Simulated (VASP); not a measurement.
Here is a VASP 6.6.1 calculation.

The input INCAR:

```
  ALGO = Normal
  EDIFF = 1E-6
  ENCUT = 520
  GGA = PE
  ISIF = 2
  ISMEAR = -1
  IVDW = 12
  LASPH = T
  LCHARG = F
  LREAL = Auto
  LWAVE = F
  NBANDS = 59
  NELM = 100
  PREC = Accurate
  SIGMA = 0.05
```

Contents of KPOINTS:

```
k-points
0
Gamma
  1 1 1
```

POSCAR

```
H16CO10
1.0
    6.7386640000      0.0000000000      0.0000000000
    0.0000000000      6.7386640000      0.0000000000
    0.0000000000      0.0000000000      6.7386640000
O H C
10 16 1
Direct
   -0.0198407281      0.7460826063      0.0204046381
    0.3431540733      0.1380540713      0.5518601313
    0.4184063785      0.7110756672      0.9955534213
    0.8085133789      1.0188666478      0.7879455037
    0.0250346359      0.8018948563      0.5033638715
    0.5807382591      0.8323905154      0.3449645212
   -0.0097497071      0.4078850051      0.5500496834
    0.5504800358      0.4720223475      0.6472499593
    0.9566584712      0.1644094438      0.2178918551
    0.6698211990      0.3479918275      0.1856451071
   -0.1354422776      0.6934312202      0.0724772744
   -0.0674169242      0.8552882292     -0.0865156654
    0.2425406579      0.0297239928      0.5532105474
    0.4531313625      0.0682182700      0.4815049393
    0.2896271427      0.6441336146      0.9828357669
    0.5044471723      0.6296648713      0.9034283353
    0.8550359537      0.9465822899      0.6753861003
    0.6717206853      0.9953456650      0.7843097682
    0.0140680705      0.8460430732      0.3650130055
    0.0047338760      0.6650873229      0.5073112415
    0.5189455952      0.7844433259      0.2166898364
    0.5378662595      0.7354425150      0.4353088387
    0.1128413585      0.3221558457      0.5343640817
   -0.0058468563      0.4292839055      0.6936834957
    0.6851061279      0.4295361811      0.6272311544
    0.4584291486      0.3567175927      0.6553079364
    0.8155474141      0.2545756844      0.2028888812
```

Potentials or basis: VASP PAW PBE potentials, release 64 (O, H, C).

The run is started by

```sh
$ cat potpaw_PBE.64/O/POTCAR potpaw_PBE.64/H/POTCAR potpaw_PBE.64/C/POTCAR > POTCAR
$ mpirun -np 1 vasp_gam > vasp.out
```

Question: What does it give for the largest force?

Answer: 4.691 eV/Å.

Question: What does it give for the pressure?

Answer: 1.4 GPa.

Question: Predict the band gap on the k mesh.

Answer: 4.44 eV.

Question: Estimate the dispersion energy per atom.

Answer: -0.035 eV.

Stress tensor (GPa, compression positive):
```
 3.01 -0.30 -0.40
-0.30  1.26 -0.66
-0.40 -0.66 -0.15
```

Caveat: the k points lie up to 0.93 Å⁻¹ apart.
